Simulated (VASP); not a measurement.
# Pt (Fm-3m) in VASP: a series of runs, part 2 of 2

VASP 6.6.1. The steps go on from the part before.

### 3 Relaxation of cell and atoms, r2SCAN

This run uses another cell than the first one, of 15.69 Å³/atom.

The input, POSCAR:

```
Pt
1.0
    0.0000000000      1.9869250000      1.9869250000
    1.9869250000      0.0000000000      1.9869250000
    1.9869250000      1.9869250000      0.0000000000
Pt
1
Direct
    0.0000000000      0.0000000000      0.0000000000
```

The input, INCAR.step1:

```
ALGO = Normal
EDIFF = 1E-4
ENCUT = 600
GGA = PE
ISMEAR = -1
LASPH = T
LCHARG = F
LREAL = F
LWAVE = T
NELM = 80
PREC = Accurate
SIGMA = 0.1
```

The input, INCAR.step2:

```
ALGO = Normal
EDIFF = 1E-6
EDIFFG = -0.01
ENCUT = 600
IBRION = 2
ISIF = 3
ISMEAR = -1
ISTART = 1
LASPH = T
LCHARG = F
LMIXTAU = T
LREAL = F
LWAVE = F
METAGGA = R2SCAN
NELM = 80
NSW = 60
PREC = Accurate
SIGMA = 0.1
```

The input, KPOINTS:

```
k-points
0
Gamma
  14 14 14
```

Potentials or basis: VASP PAW PBE potentials, release 64 (Pt).

Launch:

```console
> cat potpaw_PBE.64/Pt/POTCAR > POTCAR
> cp INCAR.step1 INCAR
> mpirun -np 1 vasp_std > vasp.out
> cp INCAR.step2 INCAR
> mpirun -np 1 vasp_std > vasp.out
```

OUTCAR:

```text
EDIFF = 1E-6
   EDIFFG = -0.01
   ENCUT = 600
   IBRION = 2
   ISIF = 3
   ISMEAR = -1
   ISTART = 1
   LASPH = T
   LREAL = F
   METAGGA = R2SCAN
   NELM = 80
   NSW = 60
   PREC = Accurate

 ion  position               nearest neighbor table
   1  0.000  0.000  0.000-

  LATTYP: Found a face centered cubic cell.
 ALAT       =     3.9738500000

  Lattice vectors:

 A1 = (   0.0000000000,   1.9869250000,   1.9869250000)
 A2 = (   1.9869250000,   0.0000000000,   1.9869250000)
 A3 = (   1.9869250000,   1.9869250000,   0.0000000000)

Analysis of symmetry for initial positions (statically):
=====================================================================
 Subroutine PRICEL returns:
 Original cell was already a primitive cell.

 Routine SETGRP: Setting up the symmetry group for a
 face centered cubic supercell.

 Subroutine GETGRP returns: Found 48 space group operations
 (whereof 48 operations were pure point group operations)
 out of a pool of 48 trial point group operations.

The static configuration has the point symmetry O_h .

Analysis of symmetry for dynamics (positions and initial velocities):
=====================================================================
 Subroutine PRICEL returns:
 Original cell was already a primitive cell.

 Routine SETGRP: Setting up the symmetry group for a
 face centered cubic supercell.

 Subroutine GETGRP returns: Found 48 space group operations
 (whereof 48 operations were pure point group operations)
 out of a pool of 48 trial point group operations.

The dynamic configuration has the point symmetry O_h .

 Subroutine INISYM returns: Found 48 space group operations
 (whereof 48 operations are pure point group operations),
 and found     1 'primitive' translations

----------------------------------------------------------------------------------------

                                     Primitive cell

  volume of cell :      15.6882

  direct lattice vectors                    reciprocal lattice vectors
     0.000000000  1.986925000  1.986925000    -0.251645130  0.251645130  0.251645130
     1.986925000  0.000000000  1.986925000     0.251645130 -0.251645130  0.251645130
     1.986925000  1.986925000  0.000000000     0.251645130  0.251645130 -0.251645130

  length of vectors
     2.809936282  2.809936282  2.809936282     0.435862151  0.435862151  0.435862151

  position of ions in fractional coordinates (direct lattice)
     0.000000000  0.000000000  0.000000000

  ion indices of the primitive-cell ions
   primitive index   ion index
                 1           1

----------------------------------------------------------------------------------------

 KPOINTS: k-points

Automatic generation of k-mesh.
 Grid dimensions read from file:
 generate k-points for:   14   14   14

 Generating k-lattice:

  Cartesian coordinates                     Fractional coordinates (reciprocal lattice)
    -0.017974652  0.017974652  0.017974652     0.071428571  0.000000000  0.000000000
     0.017974652 -0.017974652  0.017974652     0.000000000  0.071428571  0.000000000
     0.017974652  0.017974652 -0.017974652     0.000000000  0.000000000  0.071428571

  Length of vectors
[... 43 lines left out ...]
   NGX,Y,Z   is equivalent  to a cutoff of  14.20, 14.20, 14.20 a.u.
   NGXF,Y,Z  is equivalent  to a cutoff of  28.40, 28.40, 28.40 a.u.
 SYSTEM =  unknown system
   PREC   = accura    normal or accurate (medium, high low for compatibility)
   ISTART =      1    job   : 0-new  1-cont  2-samecut
   ICHARG =      0    charge: 1-file 2-atom 10-const
   ISPIN  =      1    spin polarized calculation?
   LNONCOLLINEAR =      F non collinear calculations
   LSORBIT =      F    spin-orbit coupling
   LASPH  =      T    aspherical Exc in radial PAW
   ENCUT  =  600.0 eV  44.10 Ry    6.64 a.u.   5.61  5.61  5.61*2*pi/ulx,y,z
   NELM   =     80;   NELMIN=  2; NELMDL=  0     # of ELM steps
   EDIFF  = 0.1E-05   stopping-criterion for ELM
   LREAL  =      F    real-space projection
   EDIFFG = -.1E-01   stopping-criterion for IOM
   NSW    =     60    number of steps for IOM
   IBRION =      2    ionic relax: 0-MD 1-quasi-New 2-CG
   NFREE  =      1    steps in history (QN), initial steepest desc. (CG)
   ISIF   =      3    stress and relaxation
   ISYM   =      2    0-nonsym 1-usesym 2-fastsym
   POTIM  = 0.5000    time-step for ionic-motion
   TEBEG  =    0.0;   TEEND  =   0.0 temperature during run
   PSTRESS=    0.0 pullay stress
   NELECT =      10.0000    total number of electrons
   NUPDOWN=      -1.0000    fix difference up-down
   EMIN   =  10.00;   EMAX   =-10.00  energy-range for DOS
   EFERMI =   0.00;   METHOD = LEGACY
   ISMEAR =    -1;   SIGMA  =   0.10  broadening in eV -4-tet -1-fermi 0-gaus
   EFERMI_NEDOS =   21; number of points for ismear=-14 and -15
   IALGO  =     38    algorithm
   IMIX   =      4    mixing-type and parameters
     AMIX     =   0.40;   BMIX     =  1.00
     AMIX_MAG =   1.60;   BMIX_MAG =  1.00
  volume/ion in A,a.u.               =      15.69       105.87
  Fermi-wavevector in a.u.,A,eV,Ry     =   1.408910  2.662454 27.007950  1.985028
  Thomas-Fermi vector in A             =   2.531020
   LORBIT       =      0    0 simple, 1 ext, 2 COOP (PROOUT), +10 PAW based schemes
   METAGGA = R2SCAN    functional components
   LHFCALC =     F    Hartree Fock is set to
   AEXX    =    0.0000 exact exchange contribution
   IVDW    =     0    specifies the selected vdW correction
   LEPSILON=     F    determine dielectric tensor
   LRPA    =     F    only Hartree local field effects (RPA)
 conjugate gradient relaxation of ions
 non-spin polarized calculation
  energy-cutoff  :      600.00
  volume of cell :       15.69
 maximum number of plane-waves:       544
   NGX = 11   NGY = 11   NGZ = 11

--------------------------------------- Ionic step        1  -------------------------------------------

 number of electron      10.0000002 magnetization

 Free energy of the ion-electron system (eV)
  ---------------------------------------------------
  ext. energy  EPLUGINS =         0.00000000
  ---------------------------------------------------
  free energy    TOTEN  =       -51.52807353 eV

  energy without entropy =      -51.47593803  energy(sigma->0) =      -51.50200578

------------------------ aborting loop because EDIFF is reached ----------------------------------------

  FORCE on cell =-STRESS in cart. coord.  units (eV):
  Direction    XX          YY          ZZ          XY          YZ          ZX
  --------------------------------------------------------------------------------------
  -------------------------------------------------------------------------------------
  Total       -0.5491660     -0.5491660     -0.5491660      0.0000000     -0.0000000      0.0000000
  in kB      -56.0841021    -56.0841021    -56.0841021      0.0000000     -0.0000000      0.0000000
  external PRESSURE =     -56.0841021 kB  Pullay stress =       0.0000000 kB
[... 92 lines left out ...]
--------------------------------------- Ionic step        4  -------------------------------------------

 number of electron      10.0000001 magnetization

 Free energy of the ion-electron system (eV)
  ---------------------------------------------------
  ext. energy  EPLUGINS =         0.00000000
  ---------------------------------------------------
  free energy    TOTEN  =       -51.53425326 eV

  energy without entropy =      -51.48373188  energy(sigma->0) =      -51.50899257

 E-fermi :  10.6797     XC(G=0): -14.5122

 val. band max:       10.6617071859   @ k =  -0.3571   0.3571   0.1429
 cond. band min:      10.7059067761   @ k =   0.5000   0.0000   0.0000
 fundamental gap:      0.0441995902
 Fermi energy:        10.6796713151

 k-point     1 :       0.0000    0.0000    0.0000
  band No.  band energies     occupation
      1       0.3881      2.00000
      2       6.8766      2.00000
      3       6.8766      2.00000
      4       6.8766      2.00000
      5       8.9789      2.00000
      6       8.9789      2.00000
      7      26.2127      0.00000
      8      31.2815      0.00000
      9      31.2815      0.00000
[... 265 lines left out ...]
 k-point    24 :       0.2857    0.1429    0.0000
  band No.  band energies     occupation
      1       2.9806      2.00000
      2       5.8063      2.00000
      3       7.2011      2.00000
      4       7.8015      2.00000
      5       8.9391      2.00000
      6       9.7723      1.99977
      7      25.5884      0.00000
      8      28.8864      0.00000
      9      30.3160      0.00000

 [... further k-points ...]

------------------------ aborting loop because EDIFF is reached ----------------------------------------

  FORCE on cell =-STRESS in cart. coord.  units (eV):
  Direction    XX          YY          ZZ          XY          YZ          ZX
  --------------------------------------------------------------------------------------
  -------------------------------------------------------------------------------------
  Total       -0.0043439     -0.0043439     -0.0043439      0.0000000      0.0000000     -0.0000000
  in kB       -0.4535030     -0.4535030     -0.4535030      0.0000000      0.0000000     -0.0000000
  external PRESSURE =      -0.4535030 kB  Pullay stress =       0.0000000 kB
[... 16 lines left out ...]
  FREE ENERGIE OF THE ION-ELECTRON SYSTEM (eV)
  ---------------------------------------------------
  free  energy   TOTEN  =       -51.5342532559 eV

  energy  without entropy=      -51.4837318767  energy(sigma->0) =      -51.50899257

 reached required accuracy - stopping structural energy minimisation
```

Wall time 2.6 min (1 thread of Intel Xeon 8259CL, shared host); peak memory 0.17 GiB.

What came out:

```
Free energy                           : -51.5343 eV
Relaxed volume                        : 15.35 Å³/atom
Relaxed cell                          : a = 2.789 Å, b = 2.789 Å, c = 2.789 Å, α = 60.00°, β = 60.00°, γ = 60.00°
Space group after relaxing (to 0.1 Å) : Fm-3m (No. 225)
Energy gained by relaxing             : 6.2 meV/atom
Ionic steps                           : 4
Pressure after relaxing               : 0.0 GPa
Band gap on the k mesh                : zero (bands 5 and 6 overlap by 2.32 eV)
```

Step by step:
```
step  energy change (eV)  largest force (eV/Å)  pressure (GPa)  volume (Å³)
   1              0.0000                0.0000           -5.61        15.69
   2              0.0415                0.0000           18.67        14.47
   3             -0.0062                0.0000           -0.12        15.35
   4             -0.0062                0.0000           -0.05        15.35
```

Final structure:
```yaml
crystal:
  lattice:
    - [0.00000, 1.97239, 1.97239]
    - [1.97239, 0.00000, 1.97239]
    - [1.97239, 1.97239, 0.00000]
  atoms:
    - { symbol: Pt, position: [0.00000, 0.00000, 0.00000] }
```

Caveat: the PAW data sets were made with another functional, which shifts forces and pressure a little; spin-orbit coupling is left out, which moves the levels of the heavy elements.
